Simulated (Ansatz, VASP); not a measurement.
Two plane-wave programs on Hf3N2

```
CELL_PARAMETERS angstrom
1.59943 0.92343 7.75484
-1.59943 0.92343 7.75484
0.00000 -1.84686 7.75484
ATOMIC_POSITIONS crystal
Hf 0.77942 0.77942 0.77942
Hf 0.22058 0.22058 0.22058
Hf 0.00000 0.00000 0.00000
N 0.61192 0.61192 0.61192
N 0.38808 0.38808 0.38808
```

Alike in both runs: task relaxation of cell and atoms; functional PBEsol; k mesh 3 × 3 × 3; occupations gaussian, width 0.1 eV; no spin polarisation.

|  | VASP | Ansatz |
| --- | --- | --- |
| version | VASP 6.6.1 | Ansatz 0.2.0 |
| potentials or method | VASP PAW PBE potentials, release 64 (Hf_pv, N), cutoff 600 eV | scalar-relativistic, plane waves, PAW |
| valence electrons in the cell | 40 | 88 |

|  | VASP | Ansatz | Ansatz less VASP |
| --- | --- | --- | --- |
| gap on the k mesh at the Fermi level, each at its own relaxed structure (eV) | none | none | - |
| relaxed volume (Å³/atom) | 13.58 | 13.66 | +0.081 |
| relaxed cell length with the largest relative difference (Å) | 7.933 | 7.949 | +0.0155 |

VASP's potentials were made for PBE, not for PBEsol. A gap of «none» marks a metal or a gap that the smearing closes. VASP's potentials hold 40 valence electrons a cell and Ansatz's 88, so a difference there can come from the potentials and not from the codes.

The k mesh is coarse, so the values compare programs but aren't converged. Neither program's run includes spin-orbit coupling.
